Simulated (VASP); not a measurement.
# Si (a cell with a defect) in VASP: a series of runs

The runs below take Si (a cell with a defect) through single point, with PBEsol.

All numbers are computed with VASP 6.6.1; they aren't measurements. Logs are shortened: lines on timing, memory, paths and dates and some standing lists are left out, and cuts for length are marked.

### Step 1. The cell of the first run

The cell holds a defect, 17 atoms: a = 7.679 Å, b = 7.679 Å, c = 7.679 Å, α = 60.00°, β = 60.00°, γ = 60.00°.

### Step 2. Single point, PBEsol

Contents of INCAR:

```
SYSTEM = Si
ALGO = Normal
EDIFF = 1E-7
ENCUT = 520
GGA = PS
ISIF = 2
ISMEAR = 0
LASPH = .TRUE.
LCHARG = .FALSE.
LREAL = Auto
LWAVE = .FALSE.
NBANDS = 48
NELM = 100
PREC = Accurate
SIGMA = 0.05
```

Contents of KPOINTS:

```
k-points
0
G
  2 2 2
  0 0 0
```

Contents of POSCAR:

```
Si
1.0
    0.0000000000      5.4300000000      5.4300000000
    5.4300000000      0.0000000000      5.4300000000
    5.4300000000      5.4300000000      0.0000000000
Si
17
Direct
   -0.0023038674     -0.0039880295     -0.0041394107
    0.0873487109      0.1376617864      0.1375058011
   -0.0022962247     -0.0039899632      0.5104522099
    0.1334957643      0.1188303867      0.6238500921
   -0.0022894107      0.5106076427     -0.0041468692
    0.1334993554      0.6240024862      0.1186794659
    0.0232901473      0.4923470534      0.4921960405
    0.1335034991      0.6240014733      0.6238441989
    0.4585737569      0.0139214549      0.0137616022
    0.6189148250      0.1175999079      0.1174547882
    0.5054027624     -0.0123926335      0.5035071823
    0.6189228361      0.1175968692      0.6460504604
    0.5054057090      0.5036581952     -0.0125438306
    0.6189276243      0.6462095764      0.1174423573
    0.5054088398      0.5036554328      0.5035018416
    0.6496173112      0.6169029466      0.6167511971
    0.6972706262      0.2676921731      0.2675284530
```

Potentials or basis: VASP PAW PBE potentials, release 64 (Si).

The run is started by

```bash
cat potpaw_PBE.64/Si/POTCAR > POTCAR
mpirun -np 1 vasp_std > vasp.out
```

OUTCAR:

```text
SYSTEM = Si
   EDIFF = 1E-7
   ENCUT = 520
   GGA = PS
   ISIF = 2
   ISMEAR = 0
   LASPH = .TRUE.
   LREAL = Auto
   NELM = 100
   PREC = Accurate

 ion  position               nearest neighbor table
   1  0.998  0.996  0.996-   6 2.33   4 2.33   2 2.35  10 2.38  17 2.96
   2  0.087  0.138  0.138-   9 2.33   3 2.35   5 2.35   1 2.35  17 2.45
   3  0.998  0.996  0.510-   8 2.33   4 2.33   2 2.35  12 2.38  17 2.96
   4  0.133  0.119  0.624-  11 2.33   3 2.33   1 2.33   7 2.34
   5  0.998  0.511  0.996-   8 2.33   6 2.33   2 2.35  14 2.38  17 2.96
   6  0.133  0.624  0.119-  13 2.33   5 2.33   1 2.33   7 2.34
   7  0.023  0.492  0.492-  16 2.34   8 2.34   6 2.34   4 2.34
   8  0.134  0.624  0.624-  15 2.33   3 2.33   5 2.33   7 2.34
   9  0.459  0.014  0.014-  12 2.32  10 2.32  14 2.32   2 2.33
  10  0.619  0.118  0.117-   9 2.32   1 2.38  17 2.39  11 2.42  13 2.42
  11  0.505  0.988  0.504-  16 2.33   4 2.33  10 2.42  12 2.42  17 2.58
  12  0.619  0.118  0.646-   9 2.32   3 2.38  17 2.39  11 2.42  15 2.42
  13  0.505  0.504  0.987-  16 2.33   6 2.33  10 2.42  14 2.42  17 2.58
  14  0.619  0.646  0.117-   9 2.32   5 2.38  17 2.39  13 2.42  15 2.42
  15  0.505  0.504  0.504-  16 2.33   8 2.33  12 2.42  14 2.42  17 2.58
  16  0.650  0.617  0.617-  11 2.33  13 2.33  15 2.33   7 2.34
  17  0.697  0.268  0.268-  14 2.39  10 2.39  12 2.39   2 2.45  15 2.58  13 2.58  11 2.58   1 2.96
                             5 2.96   3 2.96

  LATTYP: Found a face centered cubic cell.
 ALAT       =    10.8600000000

  Lattice vectors:

 A1 = (   0.0000000000,   5.4300000000,   5.4300000000)
 A2 = (   5.4300000000,   0.0000000000,   5.4300000000)
 A3 = (   5.4300000000,   5.4300000000,   0.0000000000)

Analysis of symmetry for initial positions (statically):
=====================================================================
 Subroutine PRICEL returns:
 Original cell was already a primitive cell.

 Routine SETGRP: Setting up the symmetry group for a
 face centered cubic supercell.

 Subroutine GETGRP returns: Found  1 space group operations
 (whereof  1 operations were pure point group operations)
 out of a pool of 48 trial point group operations.

The static configuration has the point symmetry C_1 .

Analysis of symmetry for dynamics (positions and initial velocities):
=====================================================================
 Subroutine PRICEL returns:
 Original cell was already a primitive cell.

 Routine SETGRP: Setting up the symmetry group for a
 face centered cubic supercell.

 Subroutine GETGRP returns: Found  1 space group operations
 (whereof  1 operations were pure point group operations)
 out of a pool of 48 trial point group operations.

The dynamic configuration has the point symmetry C_1 .

 Subroutine INISYM returns: Found  1 space group operations
 (whereof  1 operations are pure point group operations),
 and found     1 'primitive' translations

----------------------------------------------------------------------------------------

                                     Primitive cell

  volume of cell :     320.2060

  direct lattice vectors                    reciprocal lattice vectors
     0.000000000  5.430000000  5.430000000    -0.092081031  0.092081031  0.092081031
     5.430000000  0.000000000  5.430000000     0.092081031 -0.092081031  0.092081031
     5.430000000  5.430000000  0.000000000     0.092081031  0.092081031 -0.092081031

  length of vectors
     7.679179644  7.679179644  7.679179644     0.159489025  0.159489025  0.159489025

  position of ions in fractional coordinates (direct lattice)
     0.997696133  0.996011970  0.995860589
     0.087348711  0.137661786  0.137505801
     0.997703775  0.996010037  0.510452210
     0.133495764  0.118830387  0.623850092
     0.997710589  0.510607643  0.995853131
     0.133499355  0.624002486  0.118679466
[... 9 lines left out ...]
     0.649617311  0.616902947  0.616751197
     0.697270626  0.267692173  0.267528453

  ion indices of the primitive-cell ions
   primitive index   ion index
                 1           1
                 2           2
                 3           3
                 4           4
                 5           5
                 6           6
[... 9 lines left out ...]
                16          16
                17          17

----------------------------------------------------------------------------------------

 KPOINTS: k-points

Automatic generation of k-mesh.
 Grid dimensions read from file:
 generate k-points for:    2    2    2

 Generating k-lattice:

  Cartesian coordinates                     Fractional coordinates (reciprocal lattice)
    -0.046040516  0.046040516  0.046040516     0.500000000  0.000000000  0.000000000
     0.046040516 -0.046040516  0.046040516     0.000000000  0.500000000  0.000000000
     0.046040516  0.046040516 -0.046040516     0.000000000  0.000000000  0.500000000

  Length of vectors
     0.079744512  0.079744512  0.079744512

  Shift w.r.t. Gamma in fractional coordinates (k-lattice)
     0.000000000  0.000000000  0.000000000

 Subroutine IBZKPT returns following result:
 ===========================================

 Found      8 irreducible k-points:

 Following reciprocal coordinates:
            Coordinates               Weight
  0.000000  0.000000  0.000000      1.000000
  0.500000  0.000000  0.000000      1.000000
  0.000000  0.500000  0.000000      1.000000
  0.000000  0.000000  0.500000      1.000000
  0.500000  0.500000  0.500000      1.000000
  0.500000  0.500000  0.000000      1.000000
  0.000000  0.500000  0.500000      1.000000
  0.500000  0.000000  0.500000      1.000000
   k-points           NKPTS =      8   k-points in BZ     NKDIM =      8   number of bands    NBANDS=     48
   number of dos      NEDOS =    301   number of ions     NIONS =     17
   total plane-waves  NPLWV = 216000
   dimension x,y,z NGX =    60 NGY =   60 NGZ =   60
   dimension x,y,z NGXF=   120 NGYF=  120 NGZF=  120
   ions per type =              17
   NGX,Y,Z   is equivalent  to a cutoff of  12.99, 12.99, 12.99 a.u.
   NGXF,Y,Z  is equivalent  to a cutoff of  25.98, 25.98, 25.98 a.u.
 SYSTEM =  Si
   PREC   = accura    normal or accurate (medium, high low for compatibility)
   ISTART =      0    job   : 0-new  1-cont  2-samecut
   ICHARG =      2    charge: 1-file 2-atom 10-const
   ISPIN  =      1    spin polarized calculation?
   LNONCOLLINEAR =      F non collinear calculations
   LSORBIT =      F    spin-orbit coupling
   LASPH  =      T    aspherical Exc in radial PAW
   ENCUT  =  520.0 eV  38.22 Ry    6.18 a.u.  14.28 14.28 14.28*2*pi/ulx,y,z
   NELM   =    100;   NELMIN=  2; NELMDL= -5     # of ELM steps
   EDIFF  = 0.1E-06   stopping-criterion for ELM
   LREAL  =      T    real-space projection
   EDIFFG = 0.1E-05   stopping-criterion for IOM
   NSW    =      0    number of steps for IOM
   IBRION =     -1    ionic relax: 0-MD 1-quasi-New 2-CG
   NFREE  =      0    steps in history (QN), initial steepest desc. (CG)
   ISIF   =      2    stress and relaxation
   ISYM   =      2    0-nonsym 1-usesym 2-fastsym
   POTIM  = 0.5000    time-step for ionic-motion
   TEBEG  =    0.0;   TEEND  =   0.0 temperature during run
   PSTRESS=    0.0 pullay stress
   NELECT =      68.0000    total number of electrons
   NUPDOWN=      -1.0000    fix difference up-down
   EMIN   =  10.00;   EMAX   =-10.00  energy-range for DOS
   EFERMI =   0.00;   METHOD = LEGACY
   ISMEAR =     0;   SIGMA  =   0.05  broadening in eV -4-tet -1-fermi 0-gaus
   EFERMI_NEDOS =   21; number of points for ismear=-14 and -15
   IALGO  =     38    algorithm
   IMIX   =      4    mixing-type and parameters
     AMIX     =   0.40;   BMIX     =  1.00
     AMIX_MAG =   1.60;   BMIX_MAG =  1.00
  volume/ion in A,a.u.               =      18.84       127.11
  Fermi-wavevector in a.u.,A,eV,Ry     =   0.976715  1.845724 12.979587  0.953973
  Thomas-Fermi vector in A             =   2.107356
   LORBIT       =      0    0 simple, 1 ext, 2 COOP (PROOUT), +10 PAW based schemes
   GGA     = PS    functional components
   LHFCALC =     F    Hartree Fock is set to
   AEXX    =    0.0000 exact exchange contribution
   IVDW    =     0    specifies the selected vdW correction
   LEPSILON=     F    determine dielectric tensor
   LRPA    =     F    only Hartree local field effects (RPA)
 non-spin polarized calculation
 Gauss-broadening in eV      SIGMA  =   0.05
  energy-cutoff  :      520.00
  volume of cell :      320.21
 maximum number of plane-waves:      8646
 NGX is ok and might be reduce to    60
   NGX = 29   NGY = 29   NGZ = 29

 number of electron      68.0000000 magnetization

 Free energy of the ion-electron system (eV)
  ---------------------------------------------------
  ext. energy  EPLUGINS =         0.00000000
  ---------------------------------------------------
  free energy    TOTEN  =       -93.81451860 eV

  energy without entropy =      -93.80409431  energy(sigma->0) =      -93.80930646

 E-fermi :   6.7670     XC(G=0):  -9.8127

 val. band max:        6.6407696258   @ k =   0.0000   0.0000   0.0000
 cond. band min:       6.7836879806   @ k =   0.5000   0.5000   0.0000
 fundamental gap:      0.1429183548
 Fermi energy:         6.7670075942

 k-point     1 :       0.0000    0.0000    0.0000
  band No.  band energies     occupation
      1      -6.3646      2.00000
      2      -3.8728      2.00000
      3      -3.6831      2.00000
      4      -3.6830      2.00000
      5      -3.5781      2.00000
      6      -2.8155      2.00000
[... 38 lines left out ...]
     45       8.1238      0.00000
     46       8.8389      0.00000

 k-point     2 :       0.5000    0.0000    0.0000
  band No.  band energies     occupation
      1      -5.9761      2.00000
      2      -4.9667      2.00000
      3      -3.5745      2.00000
      4      -3.4848      2.00000
      5      -3.4848      2.00000
      6      -3.0195      2.00000
[... 286 lines left out ...]
 k-point     8 :       0.5000    0.0000    0.5000
  band No.  band energies     occupation
      1      -5.8177      2.00000
      2      -4.7759      2.00000
      3      -4.0618      2.00000
      4      -3.9362      2.00000
      5      -3.8983      2.00000
      6      -3.6856      2.00000
[... 38 lines left out ...]
     45      10.0363      0.00000
     46      10.2308      0.00000
 [bands above 46 left out]

------------------------ aborting loop because EDIFF is reached ----------------------------------------

  FORCE on cell =-STRESS in cart. coord.  units (eV):
  Direction    XX          YY          ZZ          XY          YZ          ZX
  --------------------------------------------------------------------------------------
  -------------------------------------------------------------------------------------
  Total        6.3068453      6.3067201      6.3058033      0.4894511     -0.4901438      0.4900000
  in kB       31.5568233     31.5561968     31.5516095      2.4490092     -2.4524753      2.4517557
  external PRESSURE =      31.5548765 kB  Pullay stress =       0.0000000 kB

 VOLUME and BASIS-vectors are now :
 -----------------------------------------------------------------------------
  energy-cutoff  :      520.00
  volume of cell :      320.21
      direct lattice vectors                 reciprocal lattice vectors
     0.000000000  5.430000000  5.430000000    -0.092081031  0.092081031  0.092081031
     5.430000000  0.000000000  5.430000000     0.092081031 -0.092081031  0.092081031
     5.430000000  5.430000000  0.000000000     0.092081031  0.092081031 -0.092081031

 POSITION                                       TOTAL-FORCE (eV/Angst)
 -----------------------------------------------------------------------------------
     10.81587     10.82501     10.82583         0.036091      0.003837      0.003586
      1.49416      1.22096      1.22181        -0.095752      0.095652      0.095178
      8.18009      8.18929     10.82587        -0.003801     -0.036035      0.003565
      4.03275      4.11239      1.37013         0.019952     -0.019849     -0.026863
      8.18008     10.82505      8.19017        -0.003410      0.003726     -0.035978
      4.03276      1.36933      4.11323         0.019702     -0.027283     -0.019578
[... 9 lines left out ...]
      6.69874      6.87638      6.87720         0.044329     -0.044390     -0.044779
      2.90625      5.23886      5.23975        -0.150864      0.150802      0.150510
 -----------------------------------------------------------------------------------
    total drift:                               -0.011006      0.011119      0.008217

  FREE ENERGIE OF THE ION-ELECTRON SYSTEM (eV)
  ---------------------------------------------------
  free  energy   TOTEN  =       -93.8145185991 eV

  energy  without entropy=      -93.8040943149  energy(sigma->0) =      -93.80930646
```

It took 3.4 min on 1 thread of Intel Xeon Platinum 8259CL at 2.50GHz (Skylake/Cascade Lake), shared host; peak memory 0.46 GiB.

Results:

```
Free energy            : -93.8145 eV
Pressure               : 3.2 GPa
Largest force          : 0.261 eV/Å
Band gap on the k mesh : zero (bands 34 and 35 overlap by 0.14 eV)
```

Forces in eV/Å, atoms in the order of the input:
```
Si   0.036  0.004  0.004
Si  -0.096  0.096  0.095
Si  -0.004 -0.036  0.004
Si   0.020 -0.020 -0.027
Si  -0.003  0.004 -0.036
Si   0.020 -0.027 -0.020
Si   0.041 -0.041 -0.041
Si   0.027 -0.020 -0.020
Si  -0.063  0.063  0.063
Si   0.089  0.015  0.015
Si   0.022 -0.022 -0.026
Si  -0.015 -0.089  0.015
Si   0.022 -0.026 -0.022
Si  -0.015  0.015 -0.089
Si   0.026 -0.022 -0.022
Si   0.044 -0.044 -0.045
Si  -0.151  0.151  0.151
```

Caveat: the k points lie up to 0.50 Å⁻¹ apart; the PAW data sets were made with another functional, which shifts forces and pressure a little.

### Step 3. Single point, PBEsol

Contents of INCAR:

```
SYSTEM = Si
PREC = Accurate ; ENCUT = 520
EDIFF = 1E-6 ; ISMEAR = 0
SIGMA = 0.05 ; LREAL = Auto
LASPH = .TRUE. ; NELM = 80
ALGO = Normal ; ISIF = 2
LWAVE = .FALSE. ; LCHARG = .FALSE.
GGA = PS ; NBANDS = 48
```

Contents of KPOINTS:

```
Automatic mesh
0
G
  2 2 2
  0 0 0
```

Contents of POSCAR:

```
Si
1.0
    0.0000000000      5.4300000000      5.4300000000
    5.4300000000      0.0000000000      5.4300000000
    5.4300000000      5.4300000000      0.0000000000
Si
17
Direct
   -0.0030561694     -0.0069399632     -0.0071602210
    0.0481526703      0.1507174954      0.1504913444
   -0.0030512891     -0.0069422652      0.5170089319
    0.1397133517      0.1169376611      0.6216024862
   -0.0030463168      0.5172343462     -0.0071674954
    0.1397168508      0.6218229282      0.1167185083
    0.0361053407      0.4880653775      0.4878458564
    0.1397217311      0.6218226519      0.6215972376
    0.4301440147      0.0233832413      0.0231585635
    0.6224883978      0.1067959484      0.1065848987
    0.5122079190     -0.0134272560      0.5005348066
    0.6224936464      0.1067916206      0.6639792818
    0.5122108656      0.5007545120     -0.0136482505
    0.6224988950      0.6642053407      0.1065705341
    0.5122125230      0.5007513812      0.5005303867
    0.6629470534      0.6124466851      0.6122264273
    0.6319152855      0.2894646409      0.2892329650
```

Potentials or basis: VASP PAW PBE potentials, release 64 (Si).

The run is started by

```bash
cat potpaw_PBE.64/Si/POTCAR > POTCAR
mpirun -np 1 vasp_std > vasp.out
```

Run time: 3.3 min. Hardware: 1 thread of Intel Xeon Platinum 8259CL at 2.50GHz (Skylake/Cascade Lake), shared host; peak memory 0.47 GiB.

Results (log left out):

```yaml
Free_energy: -93.6692 eV
Pressure: 2.4 GPa
Largest_force: 0.047 eV/Å
Band_gap_on_the_k_mesh: zero (bands 34 and 35 overlap by 0.06 eV)
```

Forces in eV/Å, atoms in the order of the input:
```
Si  -0.014 -0.002 -0.002
Si   0.009 -0.008 -0.009
Si   0.002  0.014 -0.001
Si   0.015 -0.015  0.018
Si   0.002 -0.002  0.014
Si   0.015  0.017 -0.015
Si   0.013 -0.014 -0.013
Si  -0.018 -0.015 -0.015
Si   0.011 -0.011 -0.011
Si  -0.013  0.005  0.005
Si  -0.001  0.001 -0.004
Si  -0.005  0.013  0.005
Si   0.000 -0.004  0.001
Si  -0.005  0.005  0.013
Si   0.004  0.001  0.001
Si   0.012 -0.012 -0.012
Si  -0.027  0.027  0.027
```

Stress tensor (GPa, compression positive):
```
 2.41  0.51  0.51
 0.51  2.41 -0.51
 0.51 -0.51  2.41
```

Levels at points of the mesh, in eV from the Fermi level:
```csv
k point,band 31,band 32,band 33,band 34,band 35,band 36,band 37,band 38
"(0.00, 0.00, 0.00)",-1.09,-0.64,-0.64,-0.42,-0.05,-0.05,0.26,0.26
"(0.50, 0.00, 0.00)",-1.29,-1.21,-1.21,-0.24,0.36,0.36,1.21,1.21
"(0.00, 0.50, 0.00)",-1.31,-1.27,-0.79,-0.16,0.22,0.69,0.92,1.05
"(0.00, 0.00, 0.50)",-1.31,-1.27,-0.79,-0.16,0.22,0.69,0.92,1.05
"(0.50, 0.50, 0.50)",-1.31,-1.27,-0.79,-0.16,0.22,0.69,0.92,1.05
"(0.50, 0.50, 0.00)",-1.80,-1.62,-0.71,0.01,0.41,1.32,1.49,1.60
"(0.00, 0.50, 0.50)",-1.80,-1.62,-0.71,0.01,0.41,1.32,1.49,1.60
"(0.50, 0.00, 0.50)",-1.80,-1.62,-0.71,0.01,0.41,1.32,1.49,1.60
```

Caveat: the k points lie up to 0.50 Å⁻¹ apart; the PAW data sets were made with another functional, which shifts forces and pressure a little.

The gap in the log of VASP goes by the Fermi energy; the results here count the filled bands.